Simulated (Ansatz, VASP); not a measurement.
**Two plane-wave programs on PbF2**

Contents of INCAR:

```
SYSTEM = PbF2
ALGO = Normal ; EDIFF = 1E-7
ENCUT = 520 ; GGA = PE
ISIF = 2 ; ISMEAR = 0
LASPH = .True. ; LCHARG = .False.
LREAL = .False. ; LWAVE = .False.
NBANDS = 21 ; NELM = 60
PREC = Accurate ; SIGMA = 0.05
```

The input KPOINTS:

```
k-points
0
Gamma
  8 8 8
  0 0 0
```

Contents of POSCAR:

```
PbF2
1.0
    0.0259861875      2.9698500000      2.9698500000
    2.9958361875      0.0000000000      2.9958361875
    2.9698500000      2.9698500000      0.0259861875
Pb F
1 2
Direct
    0.0000000000      0.0000000000      0.0000000000
    0.2500000000      0.2500000000      0.2500000000
    0.7500000000      0.7500000000      0.7500000000
```

Input for Ansatz:

```yaml
crystal:
  lattice:
    - [0.0259861875, 2.96985, 2.96985]
    - [2.9958361875, 0.0, 2.9958361875]
    - [2.96985, 2.96985, 0.0259861875]
  atoms:
    - { symbol: Pb, position: [0.0, 0.0, 0.0] }
    - { symbol: F, position: [0.25, 0.25, 0.25] }
    - { symbol: F, position: [0.75, 0.75, 0.75] }
basis:
  ecutwfc: 420
kpoints:
  mp_grid: { grid: [8, 8, 8] }
hamiltonian:
  xc: pbe
scf:
  occupations: { method: gaussian, width: 0.05 }
output:
  forces: true
  stress: true
  eigenvalues: true
```

Change from the starting cell: strain +0.0175 x Voigt [0, 0, 0, 0, 1, 0], atoms carried along.

Alike in both runs: task single point; functional PBE; k mesh 8 × 8 × 8; occupations gaussian, width 0.05 eV; no spin polarisation.

|  | VASP | Ansatz |
| --- | --- | --- |
| version | VASP 6.6.1 | Ansatz 0.2.0 |
| potentials or method | VASP PAW PBE potentials, release 64 (Pb_d, F), cutoff 520 eV | scalar-relativistic, plane waves, PAW |
| valence electrons in the cell | 28 | 28 |

|  | VASP | Ansatz | Ansatz less VASP |
| --- | --- | --- | --- |
| gap on the k mesh at the Fermi level (eV) | 4.41 | 4.42 | +0.003 |
| least direct gap on the mesh (eV) | 4.56 | 4.56 | +0.002 |
| pressure (GPa) | 2.0 | 2.2 | +0.20 |
| traceless stress, the component that is largest in VASP (GPa) | -0.57 | -0.56 | +0.008 |
| rms of the force components (eV/Å) | 0.023 | 0.023 | -0.0004 |

Atom by atom the forces differ by 0.000 eV/Å (rms over components).

Spin-orbit coupling is off throughout.
